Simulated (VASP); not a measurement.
# Cl (Cmce) in VASP: notebook

Cl is run at these levels: PBE+D3(BJ); tasks: single point.

All numbers are computed with VASP 6.6.1; they aren't measurements. Logs are shortened: lines on timing, memory, paths and dates and some standing lists are left out, and cuts for length are marked.

### Step 1. The cell of the first run

It takes space group Cmce (No. 64, orthorhombic). Conventional cell: a = 6.584 Å, b = 4.069 Å, c = 8.099 Å, α = 90.00°, β = 90.00°, γ = 90.00°. Within 2.7 Å of Cl (site symmetry m) lie 1 Cl at 2.03 Å.

### Step 2. Single point, PBE+D3(BJ)

Contents of INCAR:

```
ALGO = Normal ; EDIFF = 1E-6
ENCUT = 520 ; GGA = PE
ISIF = 2 ; ISMEAR = 0
IVDW = 12 ; LASPH = T
LCHARG = F ; LREAL = F
LWAVE = F ; NBANDS = 22
NELM = 60 ; PREC = Accurate
SIGMA = 0.02
```

Contents of KPOINTS:

```
k-points
0
Gamma
  8 8 4
```

Contents of POSCAR:

```
Cl
1.0
    3.2922195250     -2.0343234529      0.0000000000
    3.2922195250      2.0343234529      0.0000000000
    0.0000000000      0.0000000000      8.0987698865
Cl
4
Direct
    0.8756465304      0.1243534696      0.1088043941
    0.6243534696      0.3756465304      0.6088043941
    0.1243534696      0.8756465304      0.8911956059
    0.3756465304      0.6243534696      0.3911956059
```

Potentials or basis: VASP PAW PBE potentials, release 64 (Cl).

Started as:

```
$ cat potpaw_PBE.64/Cl/POTCAR > POTCAR
$ mpirun -np 1 vasp_std > vasp.out
```

OUTCAR:

```text
EDIFF = 1E-6
   ENCUT = 520
   GGA = PE
   ISIF = 2
   ISMEAR = 0
   IVDW = 12
   LASPH = T
   LREAL = F
   NELM = 60
   PREC = Accurate
 IVDW          = 12

 ion  position               nearest neighbor table
   1  0.876  0.124  0.109-   3 2.03
   2  0.624  0.376  0.609-   4 2.03
   3  0.124  0.876  0.891-   1 2.03
   4  0.376  0.624  0.391-   2 2.03

  LATTYP: Found a base centered orthorhombic cell.
 ALAT       =     4.0686469058
 B/A-ratio  =     1.6183363173
 C/A-ratio  =     1.9905315143

  Lattice vectors:

 A1 = (  -3.2922195250,  -2.0343234529,   0.0000000000)
 A2 = (   3.2922195250,  -2.0343234529,   0.0000000000)
 A3 = (   0.0000000000,   0.0000000000,   8.0987698865)

Analysis of symmetry for initial positions (statically):
=====================================================================
 Subroutine PRICEL returns:
 Original cell was already a primitive cell.

 Routine SETGRP: Setting up the symmetry group for a
 base centered orthorhombic supercell.

 Subroutine GETGRP returns: Found  8 space group operations
 (whereof  4 operations were pure point group operations)
 out of a pool of  8 trial point group operations.

The static configuration has the point symmetry C_2h.
 The point group associated with its full space group is D_2h.

Analysis of symmetry for dynamics (positions and initial velocities):
=====================================================================
 Subroutine PRICEL returns:
 Original cell was already a primitive cell.

 Routine SETGRP: Setting up the symmetry group for a
 base centered orthorhombic supercell.

 Subroutine GETGRP returns: Found  8 space group operations
 (whereof  4 operations were pure point group operations)
 out of a pool of  8 trial point group operations.

The dynamic configuration has the point symmetry C_2h.
 The point group associated with its full space group is D_2h.

 Subroutine INISYM returns: Found  8 space group operations
 (whereof  4 operations are pure point group operations),
 and found     1 'primitive' translations

----------------------------------------------------------------------------------------

                                     Primitive cell

  volume of cell :     108.4820

  direct lattice vectors                    reciprocal lattice vectors
     3.292219525 -2.034323453  0.000000000     0.151873226 -0.245781957  0.000000000
     3.292219525  2.034323453  0.000000000     0.151873226  0.245781957  0.000000000
     0.000000000  0.000000000  8.098769886     0.000000000  0.000000000  0.123475542

  length of vectors
     3.870036345  3.870036345  8.098769886     0.288919102  0.288919102  0.123475542

  position of ions in fractional coordinates (direct lattice)
     0.875646530  0.124353470  0.108804394
     0.624353470  0.375646530  0.608804394
     0.124353470  0.875646530  0.891195606
     0.375646530  0.624353470  0.391195606

  ion indices of the primitive-cell ions
   primitive index   ion index
                 1           1
                 2           2
                 3           3
                 4           4

----------------------------------------------------------------------------------------

 KPOINTS: k-points

Automatic generation of k-mesh.
 Grid dimensions read from file:
 generate k-points for:    8    8    4

 Generating k-lattice:

  Cartesian coordinates                     Fractional coordinates (reciprocal lattice)
     0.018984153 -0.030722745  0.000000000     0.125000000  0.000000000  0.000000000
     0.018984153  0.030722745  0.000000000     0.000000000  0.125000000  0.000000000
     0.000000000  0.000000000  0.030868885     0.000000000  0.000000000  0.250000000

  Length of vectors
     0.036114888  0.036114888  0.030868885

  Shift w.r.t. Gamma in fractional coordinates (k-lattice)
     0.000000000  0.000000000  0.000000000

 Subroutine IBZKPT returns following result:
 ===========================================

 Found     63 irreducible k-points:

 Following reciprocal coordinates:
            Coordinates               Weight
  0.000000  0.000000  0.000000      1.000000
  0.125000 -0.000000  0.000000      4.000000
  0.250000 -0.000000  0.000000      4.000000
  0.375000 -0.000000  0.000000      4.000000
  0.500000 -0.000000  0.000000      2.000000
  0.125000  0.125000  0.000000      2.000000
[... 16 lines left out ...]
  0.125000 -0.000000  0.250000      8.000000
  0.250000 -0.000000  0.250000      8.000000
 [... further k-points ...]
   k-points           NKPTS =     63   k-points in BZ     NKDIM =     63   number of bands    NBANDS=     22
   number of dos      NEDOS =    301   number of ions     NIONS =      4
   total plane-waves  NPLWV =  54000
   dimension x,y,z NGX =    30 NGY =   30 NGZ =   60
   dimension x,y,z NGXF=    60 NGYF=   60 NGZF=  120
   ions per type =               4
   NGX,Y,Z   is equivalent  to a cutoff of  12.89, 12.89, 12.32 a.u.
   NGXF,Y,Z  is equivalent  to a cutoff of  25.77, 25.77, 24.63 a.u.
 SYSTEM =  unknown system
   PREC   = accura    normal or accurate (medium, high low for compatibility)
   ISTART =      0    job   : 0-new  1-cont  2-samecut
   ICHARG =      2    charge: 1-file 2-atom 10-const
   ISPIN  =      1    spin polarized calculation?
   LNONCOLLINEAR =      F non collinear calculations
   LSORBIT =      F    spin-orbit coupling
   LASPH  =      T    aspherical Exc in radial PAW
   ENCUT  =  520.0 eV  38.22 Ry    6.18 a.u.   7.20  7.20 15.06*2*pi/ulx,y,z
   NELM   =     60;   NELMIN=  2; NELMDL= -5     # of ELM steps
   EDIFF  = 0.1E-05   stopping-criterion for ELM
   LREAL  =      F    real-space projection
   EDIFFG = 0.1E-04   stopping-criterion for IOM
   NSW    =      0    number of steps for IOM
   IBRION =     -1    ionic relax: 0-MD 1-quasi-New 2-CG
   NFREE  =      0    steps in history (QN), initial steepest desc. (CG)
   ISIF   =      2    stress and relaxation
   ISYM   =      2    0-nonsym 1-usesym 2-fastsym
   POTIM  = 0.5000    time-step for ionic-motion
   TEBEG  =    0.0;   TEEND  =   0.0 temperature during run
   PSTRESS=    0.0 pullay stress
   NELECT =      28.0000    total number of electrons
   NUPDOWN=      -1.0000    fix difference up-down
   EMIN   =  10.00;   EMAX   =-10.00  energy-range for DOS
   EFERMI =   0.00;   METHOD = LEGACY
   ISMEAR =     0;   SIGMA  =   0.02  broadening in eV -4-tet -1-fermi 0-gaus
   EFERMI_NEDOS =   21; number of points for ismear=-14 and -15
   IALGO  =     38    algorithm
   IMIX   =      4    mixing-type and parameters
     AMIX     =   0.40;   BMIX     =  1.00
     AMIX_MAG =   1.60;   BMIX_MAG =  1.00
  volume/ion in A,a.u.               =      27.12       183.02
  Fermi-wavevector in a.u.,A,eV,Ry     =   1.042337  1.969732 14.782278  1.086467
  Thomas-Fermi vector in A             =   2.176998
   LORBIT       =      0    0 simple, 1 ext, 2 COOP (PROOUT), +10 PAW based schemes
   GGA     = PE    functional components
   LHFCALC =     F    Hartree Fock is set to
   AEXX    =    0.0000 exact exchange contribution
   IVDW    =    12    specifies the selected vdW correction
   LEPSILON=     F    determine dielectric tensor
   LRPA    =     F    only Hartree local field effects (RPA)
 non-spin polarized calculation
 Gauss-broadening in eV      SIGMA  =   0.02
  energy-cutoff  :      520.00
  volume of cell :      108.48
 maximum number of plane-waves:      2960
 NGX is ok and might be reduce to    30
   NGX = 15   NGY = 15   NGZ = 31

 number of electron      28.0000006 magnetization

 Free energy of the ion-electron system (eV)
  ---------------------------------------------------
  ext. energy  EPLUGINS =         0.00000000
  ---------------------------------------------------
  free energy    TOTEN  =        -7.30477299 eV

  energy without entropy =       -7.30477299  energy(sigma->0) =       -7.30477299

 E-fermi :   0.0987     XC(G=0):  -8.0427

 val. band max:       -0.0405872297   @ k =   0.0000   0.0000   0.0000
 cond. band min:       2.1953553484   @ k =   0.0000   0.0000   0.0000
 fundamental gap:      2.2359425781
 Fermi energy:         0.0986586434

 k-point     1 :       0.0000    0.0000    0.0000
  band No.  band energies     occupation
      1     -16.7523      2.00000
      2     -16.3902      2.00000
      3     -13.0802      2.00000
      4     -12.1177      2.00000
      5      -5.7150      2.00000
      6      -4.3357      2.00000
[... 14 lines left out ...]
     21      10.8428      0.00000
     22      10.9295      0.00000

 k-point     2 :       0.1250   -0.0000    0.0000
  band No.  band energies     occupation
      1     -16.7138      2.00000
      2     -16.3765      2.00000
      3     -13.0432      2.00000
      4     -12.1574      2.00000
      5      -5.7046      2.00000
      6      -4.4194      2.00000
[... 14 lines left out ...]
     21      10.3784      0.00000
     22      10.8797      0.00000

 k-point     3 :       0.2500   -0.0000    0.0000
  band No.  band energies     occupation
      1     -16.6125      2.00000
      2     -16.3489      2.00000
      3     -12.9405      2.00000
      4     -12.2696      2.00000
      5      -5.6719      2.00000
      6      -4.6795      2.00000
[... 14 lines left out ...]
     21      10.1919      0.00000
     22      10.8753      0.00000
[... 476 lines left out ...]
 k-point    23 :       0.1250   -0.0000    0.2500
  band No.  band energies     occupation
      1     -16.6706      2.00000
      2     -16.4333      2.00000
      3     -12.9147      2.00000
      4     -12.2910      2.00000
      5      -5.5356      2.00000
      6      -4.6466      2.00000
[... 14 lines left out ...]
     21      10.3672      0.00000
     22      10.7025      0.00000

 k-point    24 :       0.2500   -0.0000    0.2500
  band No.  band energies     occupation
      1     -16.5777      2.00000
      2     -16.3918      2.00000
      3     -12.8430      2.00000
      4     -12.3699      2.00000
      5      -5.5294      2.00000
      6      -4.8152      2.00000
[... 14 lines left out ...]
     21      10.3456      0.00000
     22      10.5410      0.00000

 [... further k-points ...]

------------------------ aborting loop because EDIFF is reached ----------------------------------------

 Edisp (eV)   -0.65292

 E8    (eV) :    -0.2193

  FORCE on cell =-STRESS in cart. coord.  units (eV):
  Direction    XX          YY          ZZ          XY          YZ          ZX
  --------------------------------------------------------------------------------------
  -------------------------------------------------------------------------------------
  Total      -0.03527    -0.17034    -0.50551     0.00000     0.00000     0.00000
  in kB      -0.52088    -2.51570    -7.46596     0.00000     0.00000     0.00000
  external pressure =       -3.50 kB  Pullay stress =        0.00 kB

 VOLUME and BASIS-vectors are now :
 -----------------------------------------------------------------------------
  energy-cutoff  :      520.00
  volume of cell :      108.48
      direct lattice vectors                 reciprocal lattice vectors
     3.292219525 -2.034323453  0.000000000     0.151873226 -0.245781957  0.000000000
     3.292219525  2.034323453  0.000000000     0.151873226  0.245781957  0.000000000
     0.000000000  0.000000000  8.098769886     0.000000000  0.000000000  0.123475542

 POSITION                                       TOTAL-FORCE (eV/Angst)
 -----------------------------------------------------------------------------------
      3.29222     -1.52837      0.88118         0.000000     -0.081778     -0.147586
      3.29222     -0.50595      4.93057         0.000000      0.081778     -0.147586
      3.29222      1.52837      7.21759         0.000000      0.081778      0.147586
      3.29222      0.50595      3.16820         0.000000     -0.081778      0.147586
 -----------------------------------------------------------------------------------
    total drift:                               -0.000000      0.000000     -0.000000

  FREE ENERGIE OF THE ION-ELECTRON SYSTEM (eV)
  ---------------------------------------------------
  free  energy   TOTEN  =        -7.9576909417 eV

  energy  without entropy=       -7.9576909417  energy(sigma->0) =       -7.95769094
```

It took 2.5 min on 1 thread of Intel Xeon 8259CL, shared host; peak memory 0.28 GiB.

What came out:

```
Free energy                : -7.9577 eV
Pressure                   : -0.4 GPa
Largest force              : 0.169 eV/Å
Band gap on the k mesh     : 2.24 eV
Dispersion energy per atom : -0.163 eV
```

Forces on the atoms (eV/Å):
```
Cl   0.000 -0.082 -0.148
Cl   0.000  0.082 -0.148
Cl   0.000  0.082  0.148
Cl   0.000 -0.082  0.148
```

Stress tensor (GPa, compression positive):
```
-0.05  0.00  0.00
 0.00 -0.25  0.00
 0.00  0.00 -0.75
```

A k mesh can miss the band edges. Expect the measured gap to be larger: semilocal functionals such as PBE lack the derivative discontinuity.

### Step 3. Single point, PBE+D3(BJ)

Contents of INCAR:

```
SYSTEM = Cl
PREC = Accurate ; ENCUT = 520
EDIFF = 1E-6 ; ISMEAR = 0
SIGMA = 0.02 ; LREAL = .FALSE.
LASPH = .TRUE. ; NELM = 100
ALGO = Normal ; ISIF = 2
LWAVE = .FALSE. ; LCHARG = .TRUE.
GGA = PE ; IVDW = 12
LELF = .TRUE. ; LVHAR = .TRUE.
NBANDS = 22
```

Contents of KPOINTS:

```
regular mesh
0
G
  8 8 4
  0 0 0
```

POSCAR is that of step 2.

Potentials or basis: VASP PAW PBE potentials, release 64 (Cl).

Started as:

```
$ cat potpaw_PBE.64/Cl/POTCAR > POTCAR
$ mpirun -np 1 vasp_std > vasp.out
```

OUTCAR:

```text
SYSTEM = Cl
   PREC = Accurate
   ENCUT = 520
   EDIFF = 1E-6
   ISMEAR = 0
   LREAL = .FALSE.
   LASPH = .TRUE.
   NELM = 100
   ISIF = 2
   GGA = PE
   IVDW = 12
 IVDW          = 12

 ion  position               nearest neighbor table
   1  0.876  0.124  0.109-   3 2.03
   2  0.624  0.376  0.609-   4 2.03
   3  0.124  0.876  0.891-   1 2.03
   4  0.376  0.624  0.391-   2 2.03

  LATTYP: Found a base centered orthorhombic cell.
 ALAT       =     4.0686469058
 B/A-ratio  =     1.6183363173
 C/A-ratio  =     1.9905315143

  Lattice vectors:

 A1 = (  -3.2922195250,  -2.0343234529,   0.0000000000)
 A2 = (   3.2922195250,  -2.0343234529,   0.0000000000)
 A3 = (   0.0000000000,   0.0000000000,   8.0987698865)

Analysis of symmetry for initial positions (statically):
=====================================================================
 Subroutine PRICEL returns:
 Original cell was already a primitive cell.

 Routine SETGRP: Setting up the symmetry group for a
 base centered orthorhombic supercell.

 Subroutine GETGRP returns: Found  8 space group operations
 (whereof  4 operations were pure point group operations)
[... 170 lines left out ...]

 E-fermi :   0.0987     XC(G=0):  -8.0427

 val. band max:       -0.0405872297   @ k =   0.0000   0.0000   0.0000
 cond. band min:       2.1953553484   @ k =   0.0000   0.0000   0.0000
 fundamental gap:      2.2359425781
 Fermi energy:         0.0986586434

 k-point     1 :       0.0000    0.0000    0.0000
  band No.  band energies     occupation
      1     -16.7523      2.00000
      2     -16.3902      2.00000
      3     -13.0802      2.00000
      4     -12.1177      2.00000
      5      -5.7150      2.00000
      6      -4.3357      2.00000
[... 589 lines left out ...]
     21      10.3456      0.00000
     22      10.5410      0.00000

 [... further k-points ...]

------------------------ aborting loop because EDIFF is reached ----------------------------------------

 Edisp (eV)   -0.65292

 E8    (eV) :    -0.2193

  FORCE on cell =-STRESS in cart. coord.  units (eV):
  Direction    XX          YY          ZZ          XY          YZ          ZX
  --------------------------------------------------------------------------------------
  -------------------------------------------------------------------------------------
  Total      -0.03527    -0.17034    -0.50551     0.00000     0.00000     0.00000
  in kB      -0.52088    -2.51570    -7.46596     0.00000     0.00000     0.00000
  external pressure =       -3.50 kB  Pullay stress =        0.00 kB

 VOLUME and BASIS-vectors are now :
 -----------------------------------------------------------------------------
  energy-cutoff  :      520.00
  volume of cell :      108.48
      direct lattice vectors                 reciprocal lattice vectors
     3.292219525 -2.034323453  0.000000000     0.151873226 -0.245781957  0.000000000
     3.292219525  2.034323453  0.000000000     0.151873226  0.245781957  0.000000000
     0.000000000  0.000000000  8.098769886     0.000000000  0.000000000  0.123475542

 POSITION                                       TOTAL-FORCE (eV/Angst)
 -----------------------------------------------------------------------------------
      3.29222     -1.52837      0.88118         0.000000     -0.081778     -0.147586
      3.29222     -0.50595      4.93057         0.000000      0.081778     -0.147586
      3.29222      1.52837      7.21759         0.000000      0.081778      0.147586
      3.29222      0.50595      3.16820         0.000000     -0.081778      0.147586
 -----------------------------------------------------------------------------------
    total drift:                               -0.000000      0.000000     -0.000000

  FREE ENERGIE OF THE ION-ELECTRON SYSTEM (eV)
  ---------------------------------------------------
  free  energy   TOTEN  =        -7.9576909417 eV

  energy  without entropy=       -7.9576909417  energy(sigma->0) =       -7.95769094
```

OSZICAR:

```text
N       E                     dE             d eps       ncg     rms          rms(c)
DAV:   1     0.178837413467E+03    0.17884E+03   -0.12217E+04  2772   0.108E+03
DAV:   2     0.467562288310E+01   -0.17416E+03   -0.16821E+03  3906   0.204E+02
DAV:   3    -0.759501070503E+01   -0.12271E+02   -0.12215E+02  3550   0.611E+01
DAV:   4    -0.775211618805E+01   -0.15711E+00   -0.15704E+00  3652   0.830E+00
DAV:   5    -0.775469173277E+01   -0.25755E-02   -0.25755E-02  3652   0.104E+00    0.157E+01
DAV:   6    -0.741894038783E+01    0.33575E+00   -0.23084E-01  3438   0.272E+00    0.103E+01
DAV:   7    -0.731670691610E+01    0.10223E+00   -0.51840E-01  3432   0.394E+00    0.825E-01
DAV:   8    -0.730454839692E+01    0.12159E-01   -0.65777E-02  3216   0.154E+00    0.388E-01
DAV:   9    -0.730467680634E+01   -0.12841E-03   -0.17489E-03  3480   0.258E-01    0.897E-02
DAV:  10    -0.730477135029E+01   -0.94544E-04   -0.14981E-04  3850   0.766E-02    0.488E-02
DAV:  11    -0.730477274381E+01   -0.13935E-05   -0.39650E-05  3432   0.366E-02    0.154E-02
DAV:  12    -0.730477298659E+01   -0.24278E-06   -0.41363E-06  3414   0.130E-02
   1 F= -.79576909E+01 E0= -.79576909E+01  d E =-.391226E-25
```

Wall time 3 min (1 thread of Intel Xeon 8259CL, shared host); peak memory 0.28 GiB.

What came out:

```yaml
Free_energy: -7.9577 eV
Pressure: -0.4 GPa
Largest_force: 0.169 eV/Å
Band_gap_on_the_k_mesh: 2.24 eV
Dispersion_energy_per_atom: -0.163 eV
```

Forces on the atoms (eV/Å):
```
Cl   0.000 -0.082 -0.148
Cl   0.000  0.082 -0.148
Cl   0.000  0.082  0.148
Cl   0.000 -0.082  0.148
```

Stress tensor (GPa, compression positive):
```
-0.05  0.00  0.00
 0.00 -0.25  0.00
 0.00  0.00 -0.75
```

(Part 1 of 2 ends here.)
